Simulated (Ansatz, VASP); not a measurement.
**SrB3Rh: VASP beside Ansatz**

```
Sr B Rh
1.0
     4.15021    0.00000    0.00000
     0.00000    4.15021    0.00000
     0.00000    0.00000    4.15021
Sr B Rh
1 3 1
Direct
  0.00000 0.00000 0.00000
  0.00000 0.50000 0.50000
  0.50000 0.00000 0.50000
  0.50000 0.50000 0.00000
  0.50000 0.50000 0.50000
```

Alike in both runs: task relaxation of cell and atoms; functional PBE; k mesh 10 × 10 × 10; occupations gaussian, width 0.1 eV; no spin polarisation.

```csv
,VASP,Ansatz
version,VASP 6.6.1,Ansatz 0.2.0
potentials or method,"VASP PAW PBE potentials, release 64 (Sr_sv, B, Rh_pv), cutoff 600 eV","scalar-relativistic, plane waves, PAW"
valence electrons in the cell,34,36
```

Ansatz gave:

| Quantity | Value |
| --- | --- |
| gap on the k mesh at the Fermi level, each at its own relaxed structure (eV) | none |
| relaxed volume (Å³/atom) | 14.28 |
| relaxed cell length with the largest relative difference (Å) | 4.149 |

Q: Estimate VASP's values.

A: gap on the k mesh at the Fermi level, each at its own relaxed structure (eV): none; relaxed volume (Å³/atom): 14.30; relaxed cell length with the largest relative difference (Å): 4.150.

A gap of «none» marks a metal or a gap that the smearing closes. VASP's potentials hold 34 valence electrons a cell and Ansatz's 36, so a difference there can come from the potentials and not from the codes.

Noted on VASP's run: the relaxation stopped at its first step, so nothing moved.
